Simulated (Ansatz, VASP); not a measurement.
# Two plane-wave programs on P

```xyz
8
Lattice="-3.3104 0.0000 0.0000 0.0000 0.0000 -4.5578 -1.3795 -11.2854 1.8992" Properties=species:S:1:pos:R:3 pbc="T T T"
P     0.0000   -9.5257   -0.3932
P    -1.6552   -3.8830   -0.3932
P     0.0000   -3.8830   -1.8856
P    -1.6552   -9.5257   -1.8856
P     0.0000   -7.4024   -4.1645
P    -1.6552   -1.7597   -4.1645
P     0.0000   -1.7597   -2.6721
P    -1.6552   -7.4024   -2.6721
```

Alike in both runs: task single point; functional PBE; k mesh 10 × 7 × 3; occupations gaussian, width 0.03 eV; no spin polarisation.

|  | VASP | Ansatz |
| --- | --- | --- |
| version | VASP 6.6.1 | Ansatz 0.2.0 |
| potentials or method | VASP PAW PBE potentials, release 64 (P), cutoff 520 eV | scalar-relativistic, plane waves, PAW |
| valence electrons in the cell | 40 | 40 |

VASP gave:

```
gap on the k mesh at the Fermi level (eV)                     : none
pressure (GPa)                                                : -0.2
traceless stress, the component that is largest in VASP (GPa) : 0.15
rms of the force components (eV/Å)                            : 0.041
```

Q: What did Ansatz give for the same quantities?

A: gap on the k mesh at the Fermi level (eV): none; pressure (GPa): 0.1; traceless stress, the component that is largest in VASP (GPa): 0.15; rms of the force components (eV/Å): 0.019.

Atom by atom the forces differ by 0.030 eV/Å (rms over components). A gap of «none» marks a metal or a gap that the smearing closes.
